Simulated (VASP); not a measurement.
Hf2N: single point with r2SCAN

The system is Hf2N.

```
Hf N
1.0
     5.32511    0.00000    0.00000
     0.00000    5.32511    0.00000
     0.00000    0.00000    3.24999
Hf N
4 2
Direct
  0.29549 0.29549 0.00000
  0.70451 0.70451 0.00000
  0.79549 0.20451 0.50000
  0.20451 0.79549 0.50000
  0.00000 0.00000 0.00000
  0.50000 0.50000 0.50000
```

```yaml
Program: VASP 6.6.1
Task: single point
Functional: r2SCAN
Potentials_or_basis: VASP PAW PBE potentials, release 64 (Hf_pv, N)
Cutoff: 520 eV
k_mesh: 8 × 8 × 12
Occupations: gaussian, width 0.1 eV
Spin: no spin polarisation
Dipole_correction: no
Further_INCAR_settings: ALGO = Normal; EDIFF = 1e-07; NBANDS = 34
```

| Quantity | Value |
| --- | --- |
| Pressure | -1.5 GPa |
| Largest force | 0.015 eV/Å |
| Band gap on the k mesh | zero (band 25 reaches 7.30 eV, above the bottom of band 26 at 4.56 eV) |

Forces on the atoms (eV/Å):
```
Hf   0.011  0.011  0.000
Hf  -0.011 -0.011  0.000
Hf   0.011 -0.011  0.000
Hf  -0.011  0.011  0.000
N    0.000  0.000  0.000
N    0.000  0.000  0.000
```

Stress tensor (GPa, compression positive):
```
-1.43  0.00  0.00
 0.00 -1.43  0.00
 0.00  0.00 -1.60
```

Levels at points of the mesh, in eV from the Fermi level:
```csv
k point,band 22,band 23,band 24,band 25,band 26,band 27,band 28,band 29
"(0.00, 0.00, 0.00)",-2.23,-0.47,1.01,1.11,1.11,1.18,1.78,1.97
"(0.50, 0.00, 0.00)",-2.71,-1.13,-1.13,1.40,1.40,2.01,2.01,2.13
"(0.50, 0.50, 0.00)",-2.00,-1.47,-1.47,1.03,1.03,1.63,1.63,2.01
"(0.00, 0.00, 0.50)",-1.67,-1.36,-1.36,-1.34,-1.34,2.28,2.28,3.89
"(0.50, 0.00, 0.50)",-1.99,-1.33,-1.33,-1.10,-1.10,1.82,1.82,4.01
"(0.50, 0.50, 0.50)",-1.86,-0.79,-0.79,-0.75,-0.75,1.28,1.28,2.92
```

Run time: 9.2 min on 1 thread of Intel(R) Xeon(R) Platinum 8488C (Sapphire Rapids), with other jobs on the host, peak memory 0.37 GiB.

Caveat: the PAW data sets were made with another functional, which shifts forces and pressure a little; spin-orbit coupling is left out, which moves the levels of the heavy elements.
